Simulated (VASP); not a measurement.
Runs of VASP 6.6.1 on Cd. The structure is that of space group Im-3m (No. 229), or close to it. The cells are those of the table. 

```csv
cell,gap on the mesh (eV),pressure (GPa)
"a = 2.809 Å, angles 109.5°, 1 atom",none,19.6
"a = 2.282 Å, angles 109.5°, 1 atom",none,495.9
"a = 2.394 Å, angles 109.5°, 1 atom",none,(a)
"a = 2.717 Å, angles 109.5°, 1 atom",none,(b)
"a = 2.618 Å, angles 109.5°, 1 atom",none,76.8
"a = 2.511 Å, angles 109.5°, 1 atom",none,144.1
```

Alike in all rows: task single point; level LDA; potentials or basis VASP PAW LDA potentials, release 64 (Cd); no spin polarisation; k mesh 15 × 15 × 15; cutoff (eV) 520; smearing fermi-dirac 0.1 eV.

**Question.** Fill in the values left out.

**Answer.** (a) 274.3; (b) 40.2.

A k mesh can miss the band edges, and the runs leave out spin-orbit coupling on Cd.

A gap of «none» marks levels without a gap at the run's occupations.
